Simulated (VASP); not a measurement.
Write the native input for VASP 6.6.1 that does the following.

```yaml
Task: single point
Functional: PBE
Potentials_or_basis: VASP PAW PBE potentials, release 64 (Ca_sv, F)
Cutoff: 600 eV
k_mesh: 8 × 8 × 8
Occupations: methfessel-paxton, width 0.02 eV
Spin: no spin polarisation
Dipole_correction: no
Further_INCAR_settings: ALGO = Normal; EDIFF = 1e-06; NBANDS = 19
```

The structure of CaF2 lies in POSCAR:

```
CaF2
1.0
    0.0000000000      2.7553777343      2.7553777343
    2.7553777343      0.0000000000      2.7553777343
    2.7553777343      2.7553777343      0.0000000000
Ca F
1 2
Direct
    0.0000000000      0.0000000000      0.0000000000
    0.7500000000      0.7500000000      0.7500000000
    0.2500000000      0.2500000000      0.2500000000
```

One way to write it, as run:

INCAR

```
PREC = Accurate
ENCUT = 600
EDIFF = 1E-6
ISMEAR = 1
SIGMA = 0.02
LREAL = F
LASPH = T
NELM = 120
ALGO = Normal
ISIF = 2
LWAVE = F
LCHARG = F
GGA = PE
NBANDS = 19
GGA_COMPAT = F
```

KPOINTS

```
Automatic mesh
0
Gamma
  8 8 8
```

Potentials or basis: VASP PAW PBE potentials, release 64 (Ca_sv, F).

The run is started by

```bash
$ cat potpaw_PBE.64/Ca_sv/POTCAR potpaw_PBE.64/F/POTCAR > POTCAR
$ mpirun -np 1 vasp_std > vasp.out
```

It gave:

The pressure is 0.2 GPa and the band gap on the k mesh is 7.12 eV (least direct gap 7.38 eV).

It took 9.8 s on 1 thread of Intel(R) Xeon(R) 6975P-C (Granite Rapids), with other jobs on the host, peak memory 0.18 GiB.
